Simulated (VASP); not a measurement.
Runs of VASP 6.6.1 on NaCl. The structure is that of space group P6_3/mmc (No. 194), or close to it. The cells are those of the table. 

```tsv
task	level	potentials or basis	cell	k mesh	cutoff (eV)	smearing	gap on the mesh (eV)	pressure (GPa)
relaxation of cell and atoms	LDA	VASP PAW LDA potentials, release 64 (Na_pv, Cl)	relaxed from a = 3.955, b = 3.955, c = 6.839 Å, angles 90.0, 90.0, 120.0°, 4 atoms	6 × 6 × 4	600	fermi-dirac 0.02 eV	(a)	0.0
single point	r2SCAN	VASP PAW PBE potentials, release 64 (Na_pv, Cl)	a = 3.892, b = 3.892, c = 6.737 Å, angles 90.0, 90.0, 120.0°, 4 atoms	12 × 12 × 4	520	gaussian 0.01 eV	5.89	-0.2
single point	r2SCAN	VASP PAW PBE potentials, release 64 (Na_pv, Cl)	a = 3.892, b = 3.892, c = 6.737 Å, angles 90.0, 90.0, 120.0°, 4 atoms	6 × 6 × 4	520	fermi-dirac 0.02 eV	5.89	-0.2
single point	LDA	VASP PAW LDA potentials, release 64 (Na_pv, Cl)	a = 3.892, b = 3.892, c = 6.737 Å, angles 90.0, 90.0, 120.0°, 4 atoms	12 × 12 × 4	520	gaussian 0.01 eV	4.66	-2.1
single point	PBE	VASP PAW PBE potentials, release 64 (Na_pv, Cl)	a = 3.892, b = 3.892, c = 6.737 Å, angles 90.0, 90.0, 120.0°, 4 atoms	12 × 12 × 4	520	fermi-dirac 0.02 eV	(b)	1.2
```

Alike in all rows: no spin polarisation.

Task: Fill in the values left out.

Result: (a) 4.95; (b) 5.07.

Caveats: the PAW data sets were made with another functional, which shifts forces and pressure a little (at least some runs).

A k mesh can miss the band edges.
